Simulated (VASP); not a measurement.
The system is Be2SO3.

```
Be S O
1.0
     4.13477    0.00000    0.00000
    -2.06738    3.58081    0.00000
     0.00000    0.00000    4.35490
Be S O
2 1 3
Direct
  0.33333 0.66667 0.50000
  0.66667 0.33333 0.50000
  0.00000 0.00000 0.50000
  0.50000 0.00000 0.50000
  0.00000 0.50000 0.50000
  0.50000 0.50000 0.50000
```

The cell was generated, and may not be a known phase.

* Program: VASP 6.6.1
* Task: relaxation of cell and atoms
* Functional: PBE
* Potentials or basis: VASP PAW PBE potentials, release 64 (Be, S, O)
* Cutoff: 600 eV
* k mesh: 6 × 6 × 4
* Occupations: gaussian, width 0.1 eV
* Spin: no spin polarisation

At the start: pressure 125.2 GPa; volume 10.75 Å³/atom.

Task: Where does the relaxation end?

Result: Over 16 steps the energy falls by 2313.3 meV/atom and the volume is 11.93 Å³/atom (+11.0 %); space group P6/mmm (No. 191, to 0.1 Å) before and after.

Step by step:
```csv
step,energy change (eV),largest force (eV/Å),pressure (GPa),volume (Å³)
1,0.0000,0.0000,125.24,64.48
2,-0.1369,0.0000,-33.46,166.63
3,-13.4103,0.0000,-7.49,104.73
4,-13.5980,0.0000,-3.60,100.94
5,-13.6434,0.0000,-0.13,98.02
6,-13.6408,0.0000,-1.06,98.77
7,-13.6437,0.0000,0.29,97.40
8,-13.6443,0.0000,-0.09,97.78
9,-13.6456,0.0000,-0.09,97.48
10,-13.6496,0.0000,-0.11,96.58
11,-13.6577,0.0000,-0.11,94.77
12,-13.6759,0.0000,-0.14,91.15
13,-13.7331,0.0000,-0.25,83.88
14,-13.8741,0.0000,0.28,69.24
15,-13.8558,0.0000,-0.43,74.85
16,-13.8801,0.0000,-0.17,71.55
```

Final structure:
```
Be S O
1.0
     5.11965    0.00000    0.00000
    -2.55983    4.43375    0.00000
     0.00000    0.00000    3.15225
Be S O
2 1 3
Direct
  0.33333 0.66667 0.50000
  0.66667 0.33333 0.50000
  0.00000 0.00000 0.50000
  0.50000 0.00000 0.50000
  0.00000 0.50000 0.50000
  0.50000 0.50000 0.50000
```

Caveat: the k points lie up to 0.50 Å⁻¹ apart in the final cell, too coarse for converged energies and pressures of a metal; a cell axis changed by over 15 % at a fixed basis, so the end point is rough; this functional lacks dispersion, which binds layers or chains, so the pressure and a relaxed spacing across them are unreliable.
